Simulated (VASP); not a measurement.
Input of a VASP 6.6.1 run:

POSCAR

```
Ga
1.0
    0.0000000000      2.8093461460      2.8093461460
    2.8093461460      0.0000000000      2.8093461460
    2.8093461460      2.8093461460      0.0000000000
Ga
2
Direct
    0.1250000000      0.1250000000      0.1250000000
    0.8750000000      0.8750000000      0.8750000000
```

File INCAR.step1:

```
SYSTEM = Ga
PREC     = Accurate       ! precision mode
ENCUT    = 520            ! plane-wave cutoff, eV
ISMEAR   = -1             ! smearing method
SIGMA    = 0.1            ! smearing width, eV
LREAL    = .FALSE.        ! projectors in reciprocal space
LASPH    = .TRUE.         ! aspherical terms in the spheres
NELM     = 60             ! most SCF steps
NBANDS   = 20             ! bands
GGA      = PE             ! functional
ALGO     = Normal         ! electronic algorithm
EDIFF    = 1E-4           ! SCF threshold, eV
LWAVE    = .TRUE.         ! write WAVECAR
LCHARG   = .FALSE.        ! write CHGCAR
```

Contents of INCAR.step2:

```
SYSTEM = Ga
PREC     = Accurate       ! precision mode
ENCUT    = 520            ! plane-wave cutoff, eV
EDIFF    = 1E-6           ! SCF threshold, eV
ISMEAR   = -1             ! smearing method
SIGMA    = 0.1            ! smearing width, eV
LREAL    = .FALSE.        ! projectors in reciprocal space
LASPH    = .TRUE.         ! aspherical terms in the spheres
NELM     = 60             ! most SCF steps
ALGO     = Normal         ! electronic algorithm
ISIF     = 2              ! what is computed and relaxed
LWAVE    = .FALSE.        ! write WAVECAR
LCHARG   = .FALSE.        ! write CHGCAR
METAGGA  = R2SCAN         ! meta-GGA
LMIXTAU  = .TRUE.       
NBANDS   = 20             ! bands
ISTART   = 1
```

Contents of KPOINTS:

```
Automatic mesh
0
G
  11 11 11
  0 0 0
```

Potentials or basis: VASP PAW PBE potentials, release 64 (Ga_d).

Launch:

```bash
$ cat potpaw_PBE.64/Ga_d/POTCAR > POTCAR
$ cp INCAR.step1 INCAR
$ mpirun -np 1 vasp_std > vasp.out
$ cp INCAR.step2 INCAR
$ mpirun -np 1 vasp_std > vasp.out
```

Problem. Predict the pressure.

Solution. 4.6 GPa.

Problem. Predict the band gap on the k mesh.

Solution. Zero (bands 13 and 14 overlap by 4.61 eV).

Caveat: the cell stands under pressure; the PAW data sets were made with another functional, which shifts forces and pressure a little.
